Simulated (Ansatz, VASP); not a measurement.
# CoGe2Rh2: VASP beside Ansatz

```
CELL_PARAMETERS angstrom
0.00000 3.90767 0.00000
3.90767 0.00000 0.00000
1.95383 1.95383 -4.59102
ATOMIC_POSITIONS crystal
Co 0.00000 0.00000 0.00000
Ge 0.37500 0.37500 0.25000
Ge 0.62500 0.62500 0.75000
Rh 0.75000 0.25000 0.50000
Rh 0.25000 0.75000 0.50000
```

Alike in both runs: task single point; functional PBE; k mesh 9 × 9 × 9; occupations fermi-dirac, width 0.0191 eV; no spin polarisation.

|  | VASP | Ansatz |
| --- | --- | --- |
| version | VASP 6.6.1 | Ansatz 0.2.0 |
| potentials or method | VASP PAW PBE potentials, release 64 (Co, Ge_d, Rh_pv), cutoff 520 eV | PAW plane waves |
| valence electrons in the cell | 67 | 79 |

|  | VASP | Ansatz | Ansatz less VASP |
| --- | --- | --- | --- |
| rms of the force components (eV/Å) | 1.127 | 1.103 | -0.0241 |

Atom by atom the forces differ by 0.024 eV/Å (rms over components). VASP's potentials hold 67 valence electrons a cell and Ansatz's 79, so a difference there can come from the potentials and not from the codes.
